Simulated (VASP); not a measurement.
# Al48GeN47 (a cell with a defect) in VASP: single point with PBEsol

Aim: the single point of Al48GeN47 (a cell with a defect) with PBEsol.

Program: VASP 6.6.1. These are calculated values, not measurements. Logs are shortened: lines on timing, memory, paths and dates and some standing lists are left out, and cuts for length are marked.

**1. The cell of the first run**

The cell holds a defect, 96 atoms: a = 9.341 Å, b = 10.787 Å, c = 9.967 Å, α = 90.00°, β = 90.00°, γ = 90.00°.

**2. Single point, PBEsol**

Input file INCAR:

```
SYSTEM = Al48GeN47
PREC = Accurate
ENCUT = 520
EDIFF = 1E-6
ISMEAR = -1
SIGMA = 0.05
LREAL = Auto
LASPH = .True.
NELM = 120
ALGO = Normal
ISIF = 2
LWAVE = .False.
LCHARG = .False.
GGA = PS
NBANDS = 250
NELECT = 392.0
ISYM = 0
GGA_COMPAT = .False.
```

Input file KPOINTS:

```
Automatic mesh
0
Gamma
  1 1 1
  0.25 0.25 0.25
```

Input file POSCAR:

```
Al48GeN47
1.0
    9.3414480000      0.0000000000      0.0000000000
    0.0000000000     10.7865750000      0.0000000000
    0.0000000000      0.0000000000      9.9670570000
Al N Ge
48 47 1
Direct
    0.1657940000      0.0826300000      0.2493450000
    0.1645260000      0.0838150000      0.7509820000
    0.9995620000      0.3339350000      0.2497570000
    0.9985970000      0.3340100000      0.7495260000
    0.5001750000      0.0828640000      0.2494900000
    0.4993730000      0.0841040000      0.7497740000
    0.3335810000      0.3308120000      0.2475630000
    0.3270900000      0.3307030000      0.7492550000
    0.1698910000      0.5822650000      0.2524450000
    0.1615500000      0.5819020000      0.7559840000
    0.0011040000      0.8333060000      0.2502810000
    0.9996290000      0.8338940000      0.7513820000
    0.8349780000      0.0841820000      0.2487430000
    0.8339330000      0.0846520000      0.7500420000
    0.6654560000      0.3316570000      0.2476010000
    0.6694960000      0.3311330000      0.7470950000
    0.5165470000      0.5755800000      0.1803740000
    0.4986130000      0.5839140000      0.7483100000
    0.3355180000      0.8328890000      0.2527960000
    0.3322340000      0.8389870000      0.7561960000
    0.8346550000      0.5847060000      0.2480340000
    0.8356940000      0.5819670000      0.7479380000
    0.6698700000      0.8342600000      0.2475460000
    0.6667860000      0.8395460000      0.7496840000
    0.9993820000      0.1710790000      0.4994580000
    0.0002170000      0.1674240000      0.9996880000
    0.3277070000      0.1588420000      0.4993220000
    0.3322030000      0.1645780000      0.0000200000
    0.1643830000      0.4171870000      0.4995930000
    0.1659630000      0.4153370000      0.0019220000
    0.9978720000      0.6683040000      0.5000950000
    0.0008740000      0.6666080000      0.0026470000
    0.6670530000      0.1627790000      0.4983740000
    0.6679500000      0.1654060000      0.9995950000
    0.4883020000      0.3876500000      0.5061010000
    0.4999870000      0.4051230000      0.9859340000
    0.3074050000      0.6807520000      0.5233110000
    0.3308130000      0.6687340000      0.9950130000
    0.1617980000      0.9200530000      0.5013290000
    0.1657830000      0.9172230000      0.0025720000
    0.8292940000      0.4180350000      0.4976900000
    0.8337080000      0.4162410000      0.9991840000
    0.6872910000      0.6897600000      0.5063470000
    0.6783210000      0.6726780000      0.9859810000
    0.4993360000      0.9174150000      0.4999190000
    0.5013350000      0.9183550000      0.0021700000
    0.8388800000      0.9248050000      0.4996470000
    0.8357550000      0.9184880000      0.0001450000
    0.0008220000      0.1678400000      0.1899430000
    0.9997010000      0.1682650000      0.6904040000
    0.3327530000      0.1640900000      0.1899280000
    0.3317110000      0.1650660000      0.6898690000
    0.1677090000      0.4165940000      0.1923680000
    0.1648010000      0.4180420000      0.6904130000
    0.0040720000      0.6662000000      0.1928540000
    0.9999090000      0.6677870000      0.6903650000
    0.6675630000      0.1650030000      0.1902300000
    0.6662460000      0.1653280000      0.6887220000
    0.5004180000      0.4037850000      0.1731400000
    0.4979450000      0.4144680000      0.6943420000
    0.3402680000      0.6640150000      0.1937180000
    0.3275850000      0.6701280000      0.7082340000
    0.1683300000      0.9150300000      0.1924010000
    0.1654240000      0.9174340000      0.6921740000
    0.8319030000      0.4174650000      0.1907720000
    0.8324240000      0.4171430000      0.6876640000
    0.6808860000      0.6728710000      0.1730880000
    0.6675330000      0.6694980000      0.6947680000
    0.5013490000      0.9155760000      0.1924870000
    0.4985330000      0.9174430000      0.6906680000
    0.8363980000      0.9179930000      0.1901030000
    0.8349200000      0.9184800000      0.6900140000
    0.1607460000      0.0824950000      0.4397720000
    0.1655600000      0.0824580000      0.9411690000
    0.9969070000      0.3367600000      0.4399750000
    0.0000340000      0.3338230000      0.9404760000
    0.4981680000      0.0831360000      0.4403570000
    0.5000940000      0.0838590000      0.9405570000
    0.3219530000      0.3217950000      0.4389470000
    0.3283380000      0.3301450000      0.9371030000
    0.1619830000      0.5851760000      0.4433910000
    0.1663370000      0.5820680000      0.9451110000
    0.9990960000      0.8338580000      0.4414350000
    0.0007300000      0.8324250000      0.9418200000
    0.8358560000      0.0878170000      0.4390960000
    0.8346530000      0.0838770000      0.9401220000
    0.6640370000      0.3297910000      0.4399890000
    0.6711610000      0.3304000000      0.9354520000
    0.5034510000      0.5819320000      0.9491860000
    0.3282900000      0.8380820000      0.4440660000
    0.3340900000      0.8357050000      0.9453960000
    0.8324580000      0.5861840000      0.4403460000
    0.8387770000      0.5814480000      0.9362870000
    0.6733010000      0.8473920000      0.4389950000
    0.6679000000      0.8389280000      0.9374730000
    0.4940490000      0.5852850000      0.4134640000
```

Potentials or basis: VASP PAW PBE potentials, release 64 (Al, N, Ge_d).

Command:

```sh
cat potpaw_PBE.64/Al/POTCAR potpaw_PBE.64/N/POTCAR potpaw_PBE.64/Ge_d/POTCAR > POTCAR
mpirun -np 1 vasp_std > vasp.out
```

OUTCAR:

```text
SYSTEM = Al48GeN47
   PREC = Accurate
   ENCUT = 520
   EDIFF = 1E-6
   ISMEAR = -1
   LREAL = Auto
   LASPH = .True.
   NELM = 120
   ISIF = 2
   GGA = PS
   NELECT = 392.0
   ISYM = 0

 ion  position               nearest neighbor table
   1  0.166  0.083  0.249-  51 1.89  49 1.89  63 1.89  73 1.90  27 3.03  40 3.04  28 3.06  39 3.06
                            26 3.07  25 3.09  13 3.09  11 3.10   7 3.10   5 3.12   3 3.12  19 3.13
   2  0.165  0.084  0.751-  64 1.89  50 1.89  52 1.89  74 1.90  27 3.04  39 3.05  26 3.05  28 3.06
                             8 3.07  20 3.07  40 3.09  14 3.09  25 3.09  12 3.10   4 3.11   6 3.13
   3  1.000  0.334  0.250-  49 1.89  53 1.89  75 1.90  65 1.90  25 3.05  30 3.05  29 3.06  42 3.07
                            26 3.07  41 3.08  13 3.10  21 3.11   9 3.12   7 3.12  15 3.12   1 3.12
   4  0.999  0.334  0.750-  50 1.88  54 1.89  66 1.90  76 1.90  25 3.05  42 3.06  29 3.07   8 3.07
                            26 3.07  16 3.07  22 3.08  10 3.08  30 3.09  14 3.10  41 3.10   2 3.11
   5  0.500  0.083  0.249-  51 1.89  57 1.89  69 1.89  77 1.90  46 3.04  33 3.05  45 3.07  28 3.07
                            34 3.07  27 3.08   7 3.09  15 3.10  19 3.10  23 3.12   1 3.12  13 3.13
   6  0.499  0.084  0.750-  58 1.89  52 1.89  70 1.89  78 1.90  24 3.07  28 3.07  20 3.07  45 3.07
                            34 3.07  33 3.07  27 3.07  46 3.09  16 3.10   8 3.11  14 3.13   2 3.13
   7  0.334  0.331  0.248-  53 1.89  51 1.89  59 1.90  79 1.91  35 3.02  30 3.05  28 3.05   5 3.09
                            15 3.10   1 3.10  29 3.11   9 3.11   3 3.12  27 3.12  36 3.14  17 3.22
   8  0.327  0.331  0.749-  80 1.87  54 1.88  52 1.88  60 1.91  35 2.92  36 2.97  29 3.06   2 3.07
                             4 3.07  30 3.07  28 3.08  27 3.11   6 3.11  10 3.12  18 3.17  16 3.20
   9  0.170  0.582  0.252-  53 1.88  55 1.89  81 1.90  61 1.91  29 3.04  30 3.08  32 3.09  31 3.09
                             7 3.11  19 3.11   3 3.12  38 3.12  21 3.13  11 3.13  37 3.17  17 3.32
  10  0.162  0.582  0.756-  62 1.88  54 1.88  82 1.89  56 1.89  37 2.89  38 3.01  32 3.02  30 3.04
                            22 3.05   4 3.08  12 3.11  29 3.11  31 3.12   8 3.12  18 3.15  20 3.20
  11  0.001  0.833  0.250-  63 1.88  71 1.89  55 1.89  83 1.91  40 3.05  32 3.05  31 3.06  39 3.06
                            48 3.07  47 3.07  23 3.09   1 3.10  21 3.10  13 3.12  19 3.12   9 3.13
  12  1.000  0.834  0.751-  64 1.89  72 1.89  56 1.89  84 1.90  48 3.05  39 3.06  31 3.08  40 3.08
                            47 3.08  32 3.09   2 3.10  20 3.11  24 3.11  10 3.11  14 3.12  22 3.12
  13  0.835  0.084  0.249-  57 1.88  71 1.89  49 1.89  85 1.90  47 3.03  48 3.06  26 3.06  34 3.06
                            33 3.06  25 3.08   1 3.09   3 3.10  15 3.10  23 3.11  11 3.12   5 3.13
  14  0.834  0.085  0.750-  50 1.89  72 1.89  58 1.89  86 1.89  47 3.03  34 3.06  26 3.07  48 3.07
                            24 3.07  16 3.07  33 3.07  25 3.08   2 3.09   4 3.10  12 3.12   6 3.13
  15  0.665  0.332  0.248-  59 1.88  57 1.89  65 1.90  87 1.92  17 3.05  34 3.05  41 3.07  42 3.07
                            33 3.09   5 3.10   7 3.10  13 3.10  35 3.12   3 3.12  36 3.13  21 3.15
  16  0.669  0.331  0.747-  88 1.88  66 1.88  58 1.88  60 1.91  36 2.97  35 3.00  41 3.05  14 3.07
                            33 3.07   4 3.07  42 3.08  34 3.09   6 3.10  22 3.12  18 3.16   8 3.20
  17  0.517  0.576  0.180-  59 1.86  67 1.86  61 1.91  89 2.31  96 2.34  44 2.67  36 2.68  38 2.73
                            21 3.05  15 3.05  23 3.21   7 3.22   9 3.32  19 3.33
  18  0.499  0.584  0.748-  62 1.89  68 1.90  60 1.91  89 2.00  37 3.05  36 3.05  38 3.06  44 3.06
                            22 3.15  10 3.15  16 3.16  20 3.16   8 3.17  24 3.17  43 3.20  35 3.21
  19  0.336  0.833  0.253-  69 1.89  63 1.89  90 1.91  61 1.91  45 3.04  46 3.08  40 3.09   5 3.10
                            39 3.11   9 3.11  38 3.12  23 3.12  11 3.12   1 3.13  37 3.17  17 3.33
  20  0.332  0.839  0.756-  62 1.88  64 1.88  70 1.89  91 1.89  37 2.89  38 3.01  40 3.03  46 3.04
                             2 3.07   6 3.07  12 3.11  45 3.11  39 3.12  24 3.13  18 3.16  10 3.20
  21  0.835  0.585  0.248-  67 1.88  55 1.89  65 1.89  92 1.92  32 3.03  17 3.05  41 3.07  31 3.07
                            42 3.07  11 3.10  23 3.10   3 3.11  43 3.13   9 3.13  44 3.14  15 3.15
  22  0.836  0.582  0.748-  66 1.88  93 1.88  56 1.88  68 1.91  44 2.96  43 3.01  31 3.04  10 3.05
                            41 3.06  42 3.08   4 3.08  32 3.11  12 3.12  16 3.12  18 3.15  24 3.20
  23  0.670  0.834  0.248-  69 1.88  71 1.89  67 1.90  94 1.91  43 3.02  46 3.05  48 3.05  11 3.09
                            21 3.10  13 3.11  45 3.11   5 3.12  19 3.12  47 3.12  44 3.14  17 3.21
  24  0.667  0.840  0.750-  95 1.87  70 1.88  72 1.88  68 1.91  43 2.92  44 2.97  45 3.06   6 3.07
[... 370 lines left out ...]
   POTIM  = 0.5000    time-step for ionic-motion
   TEBEG  =    0.0;   TEEND  =   0.0 temperature during run
   PSTRESS=    0.0 pullay stress
   NELECT =     392.0000    total number of electrons
   NUPDOWN=      -1.0000    fix difference up-down
   EMIN   =  10.00;   EMAX   =-10.00  energy-range for DOS
   EFERMI =   0.00;   METHOD = LEGACY
   ISMEAR =    -1;   SIGMA  =   0.05  broadening in eV -4-tet -1-fermi 0-gaus
   EFERMI_NEDOS =   21; number of points for ismear=-14 and -15
   IALGO  =     38    algorithm
   IMIX   =      4    mixing-type and parameters
     AMIX     =   0.40;   BMIX     =  1.00
     AMIX_MAG =   1.60;   BMIX_MAG =  1.00
  volume/ion in A,a.u.               =      10.46        70.60
  Fermi-wavevector in a.u.,A,eV,Ry     =   1.196415  2.260897 19.475509  1.431410
  Thomas-Fermi vector in A             =   2.332356
   LORBIT       =      0    0 simple, 1 ext, 2 COOP (PROOUT), +10 PAW based schemes
   GGA     = PS    functional components
   LHFCALC =     F    Hartree Fock is set to
   AEXX    =    0.0000 exact exchange contribution
   IVDW    =     0    specifies the selected vdW correction
   LEPSILON=     F    determine dielectric tensor
   LRPA    =     F    only Hartree local field effects (RPA)
 non-spin polarized calculation
  energy-cutoff  :      520.00
  volume of cell :     1004.30
 maximum number of plane-waves:     27045
 NGX is ok and might be reduce to    70
   NGX = 35   NGY = 41   NGZ = 37

 number of electron     391.9999995 magnetization

 Free energy of the ion-electron system (eV)
  ---------------------------------------------------
  ext. energy  EPLUGINS =         0.00000000
  ---------------------------------------------------
  free energy    TOTEN  =      -746.99109623 eV

  energy without entropy =     -746.96859845  energy(sigma->0) =     -746.97984734

 E-fermi :   7.7058     XC(G=0): -11.1381

 val. band max:        7.5028519030   @ k =   0.2500   0.2500   0.2500
 cond. band min:       7.8879957026   @ k =  -0.2500   0.2500  -0.2500
 fundamental gap:      0.3851437996
 Fermi energy:         7.7057658034

 k-point     1 :       0.2500    0.2500    0.2500
  band No.  band energies     occupation
      1     -15.7690      2.00000
      2     -15.7111      2.00000
      3     -15.7065      2.00000
      4     -15.4474      2.00000
      5     -15.4067      2.00000
      6      -8.8970      2.00000
[... 833 lines left out ...]
    207      11.7867      0.00000
    208      11.8676      0.00000
 [bands above 208 left out]

------------------------ aborting loop because EDIFF is reached ----------------------------------------

  FORCE on cell =-STRESS in cart. coord.  units (eV):
  Direction    XX          YY          ZZ          XY          YZ          ZX
  --------------------------------------------------------------------------------------
  -------------------------------------------------------------------------------------
  Total        9.6149212     13.8026382      6.6429575      3.1454660      3.1182290     -5.3907772
  in kB       15.3388077     22.0195265     10.5975956      5.0180024      4.9745510     -8.5999762
  external PRESSURE =      15.9853099 kB  Pullay stress =       0.0000000 kB

 VOLUME and BASIS-vectors are now :
 -----------------------------------------------------------------------------
  energy-cutoff  :      520.00
  volume of cell :     1004.30
      direct lattice vectors                 reciprocal lattice vectors
     9.341448000  0.000000000  0.000000000     0.107049785  0.000000000  0.000000000
     0.000000000 10.786575000  0.000000000     0.000000000  0.092707834  0.000000000
     0.000000000  0.000000000  9.967057000     0.000000000  0.000000000  0.100330519

 POSITION                                       TOTAL-FORCE (eV/Angst)
 -----------------------------------------------------------------------------------
      1.54876      0.89129      2.48524         0.001744     -0.000031     -0.000526
      1.53691      0.90408      7.48508         0.004817      0.012008     -0.000752
      9.33736      3.60201      2.48934         0.005104      0.001773      0.000275
      9.32834      3.60282      7.47057         0.001602     -0.001016      0.002101
      4.67236      0.89382      2.48668         0.002618     -0.004291     -0.003319
      4.66487      0.90719      7.47304         0.001664      0.008732      0.002373
[... 88 lines left out ...]
      6.23915      9.04916      9.34385         0.002423     -0.008110      0.010783
      4.61513      6.31322      4.12102        -0.010214     -0.016584      0.047554
 -----------------------------------------------------------------------------------
    total drift:                                0.028655      0.025914      0.032525

  FREE ENERGIE OF THE ION-ELECTRON SYSTEM (eV)
  ---------------------------------------------------
  free  energy   TOTEN  =      -746.9910962323 eV

  energy  without entropy=     -746.9685984455  energy(sigma->0) =     -746.97984734
```

Wall time 53 min (1 thread of Intel Xeon 8259CL, shared host); peak memory 1.3 GiB.

What came out:

```
Free energy   : -746.9911 eV
Largest force : 0.078 eV/Å
```

Forces on the atoms (eV/Å):
```
Al   0.002  0.000 -0.001
Al   0.005  0.012 -0.001
Al   0.005  0.002  0.000
Al   0.002 -0.001  0.002
Al   0.003 -0.004 -0.003
Al   0.002  0.009  0.002
Al  -0.011  0.000 -0.009
Al   0.022 -0.004 -0.003
Al   0.015  0.003  0.002
Al  -0.004  0.001 -0.005
Al  -0.005  0.006 -0.002
Al  -0.006 -0.001  0.004
Al   0.005  0.006  0.007
Al   0.001  0.003 -0.005
Al   0.012 -0.007  0.006
Al  -0.007  0.003 -0.017
Al  -0.037  0.029 -0.001
Al   0.021 -0.004 -0.003
Al   0.003 -0.016  0.013
Al   0.004  0.012  0.001
Al   0.010 -0.003  0.014
Al  -0.010  0.015 -0.018
Al  -0.004  0.009 -0.002
Al   0.005 -0.017 -0.009
Al  -0.001  0.000 -0.003
Al  -0.001  0.008  0.005
Al   0.004 -0.006  0.001
Al   0.002 -0.005 -0.004
Al  -0.005 -0.004 -0.010
Al  -0.003 -0.009  0.015
Al   0.003 -0.001 -0.011
Al   0.000 -0.001  0.004
Al   0.004  0.017 -0.009
Al  -0.005 -0.005 -0.001
Al   0.064  0.044  0.002
Al  -0.009  0.008 -0.015
Al   0.026  0.021 -0.051
Al   0.006 -0.002  0.008
Al   0.003 -0.002 -0.003
Al   0.003 -0.005  0.009
Al  -0.023  0.000 -0.009
Al  -0.003 -0.008  0.003
Al   0.013 -0.051  0.010
Al  -0.017  0.004 -0.013
Al  -0.011  0.000 -0.005
Al  -0.004  0.000  0.007
Al   0.006  0.001  0.006
Al  -0.001 -0.001  0.001
N   -0.001  0.000 -0.004
N   -0.002 -0.001  0.000
N    0.002 -0.001 -0.001
N   -0.001 -0.003 -0.003
N   -0.002 -0.006 -0.005
N    0.000  0.005 -0.002
N   -0.003 -0.001 -0.016
N   -0.005 -0.004  0.008
N   -0.006  0.000 -0.011
N    0.001  0.002  0.005
N    0.001  0.002  0.021
N   -0.006 -0.011  0.015
N   -0.018  0.000 -0.045
N    0.008 -0.005  0.004
N   -0.005  0.007  0.000
N    0.002 -0.005 -0.005
N   -0.002  0.000 -0.014
N   -0.005 -0.003  0.010
N    0.000 -0.002  0.031
N    0.000  0.001 -0.002
N    0.002  0.005 -0.004
N   -0.005 -0.011 -0.004
N    0.007 -0.003 -0.008
N    0.004 -0.002  0.000
N    0.000  0.007  0.003
N    0.001 -0.003 -0.003
N    0.001 -0.001  0.002
N    0.001 -0.004  0.002
N   -0.004  0.000  0.002
N    0.000  0.006  0.001
N   -0.012  0.011 -0.006
N    0.012 -0.004  0.018
N    0.000 -0.017 -0.001
N   -0.017  0.001  0.003
N   -0.007  0.001  0.006
N   -0.004 -0.006 -0.002
N   -0.001 -0.002  0.006
N    0.000 -0.002  0.000
N    0.014 -0.019  0.002
N   -0.006 -0.002  0.011
N    0.006 -0.002  0.004
N   -0.015  0.010  0.005
N    0.000  0.006 -0.004
N   -0.003  0.018  0.008
N    0.008  0.010  0.003
N   -0.017 -0.002 -0.002
N    0.002 -0.008  0.011
Ge  -0.010 -0.017  0.048
```

Caveat: the cell carries a net charge on a neutralising background, which shifts energy and pressure; the cell is charged against a uniform background, so pressure and absolute levels hang on convention; the PAW data sets were made with another functional, which shifts forces and pressure a little.
